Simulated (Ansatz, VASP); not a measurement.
**Be2CdS2 in VASP and in Ansatz**

Contents of INCAR:

```
SYSTEM = Be2CdS2
PREC = Accurate
ENCUT = 520
EDIFF = 1E-6
ISMEAR = 0
SIGMA = 0.1
LREAL = .FALSE.
LASPH = .TRUE.
NELM = 60
ALGO = Normal
ISIF = 2
LWAVE = .FALSE.
LCHARG = .FALSE.
GGA = PE
NBANDS = 22
```

File KPOINTS:

```
regular mesh
0
G
  6 6 4
  0 0 0
```

File POSCAR:

```
Be2CdS2
1.0
    4.0092005700      0.0000000000      0.0000000000
   -2.0046002900      3.4720695400      0.0000000000
    0.0000000000      0.0000000000      6.9749277600
Be Cd S
2 1 2
Direct
    0.6666666700      0.3333333300      0.2264030000
    0.6666666700      0.3333333300      0.7735970000
    0.0000000000      0.0000000000      0.5000000000
    0.0000000000      0.0000000000      0.0000000000
    0.3333333300      0.6666666700      0.5000000000
```

Input for Ansatz:

```yaml
crystal:
  lattice:
    - [4.00920057, 0.0, 0.0]
    - [-2.00460029, 3.47206954, 0.0]
    - [0.0, 0.0, 6.97492776]
  atoms:
    - { symbol: Be, position: [0.66666667, 0.33333333, 0.226403] }
    - { symbol: Be, position: [0.66666667, 0.33333333, 0.773597] }
    - { symbol: Cd, position: [0.0, 0.0, 0.5] }
    - { symbol: S, position: [0.0, 0.0, 0.0] }
    - { symbol: S, position: [0.33333333, 0.66666667, 0.5] }
basis:
  ecutwfc: 420
kpoints:
  mp_grid: { grid: [6, 6, 4] }
hamiltonian:
  xc: pbe
scf:
  occupations: { method: gaussian, width: 0.1 }
  lower_state_search: "off"
output:
  forces: true
  stress: true
  eigenvalues: true
```

Change from the starting cell: species swapped into the Eu2ZnSb2 type (P-6m2, No. 187).

Alike in both runs: task single point; functional PBE; k mesh 6 × 6 × 4; occupations gaussian, width 0.1 eV; no spin polarisation.

|  | VASP | Ansatz |
| --- | --- | --- |
| version | VASP 6.6.1 | Ansatz 0.2.0 |
| potentials or method | VASP PAW PBE potentials, release 64 (Be, Cd, S), cutoff 520 eV | scalar-relativistic, plane waves, PAW |
| valence electrons in the cell | 28 | 36 |

|  | VASP | Ansatz | Ansatz less VASP |
| --- | --- | --- | --- |
| gap on the k mesh at the Fermi level (eV) | none | none | - |
| pressure (GPa) | 1.1 | 0.7 | -0.39 |
| traceless stress, the component that is largest in VASP (GPa) | -9.43 | -9.12 | +0.315 |
| rms of the force components (eV/Å) | 0.518 | 0.515 | -0.0032 |

Atom by atom the forces differ by 0.003 eV/Å (rms over components). A gap of «none» marks a metal or a gap that the smearing closes. VASP's potentials hold 28 valence electrons a cell and Ansatz's 36, so a difference there can come from the potentials and not from the codes.
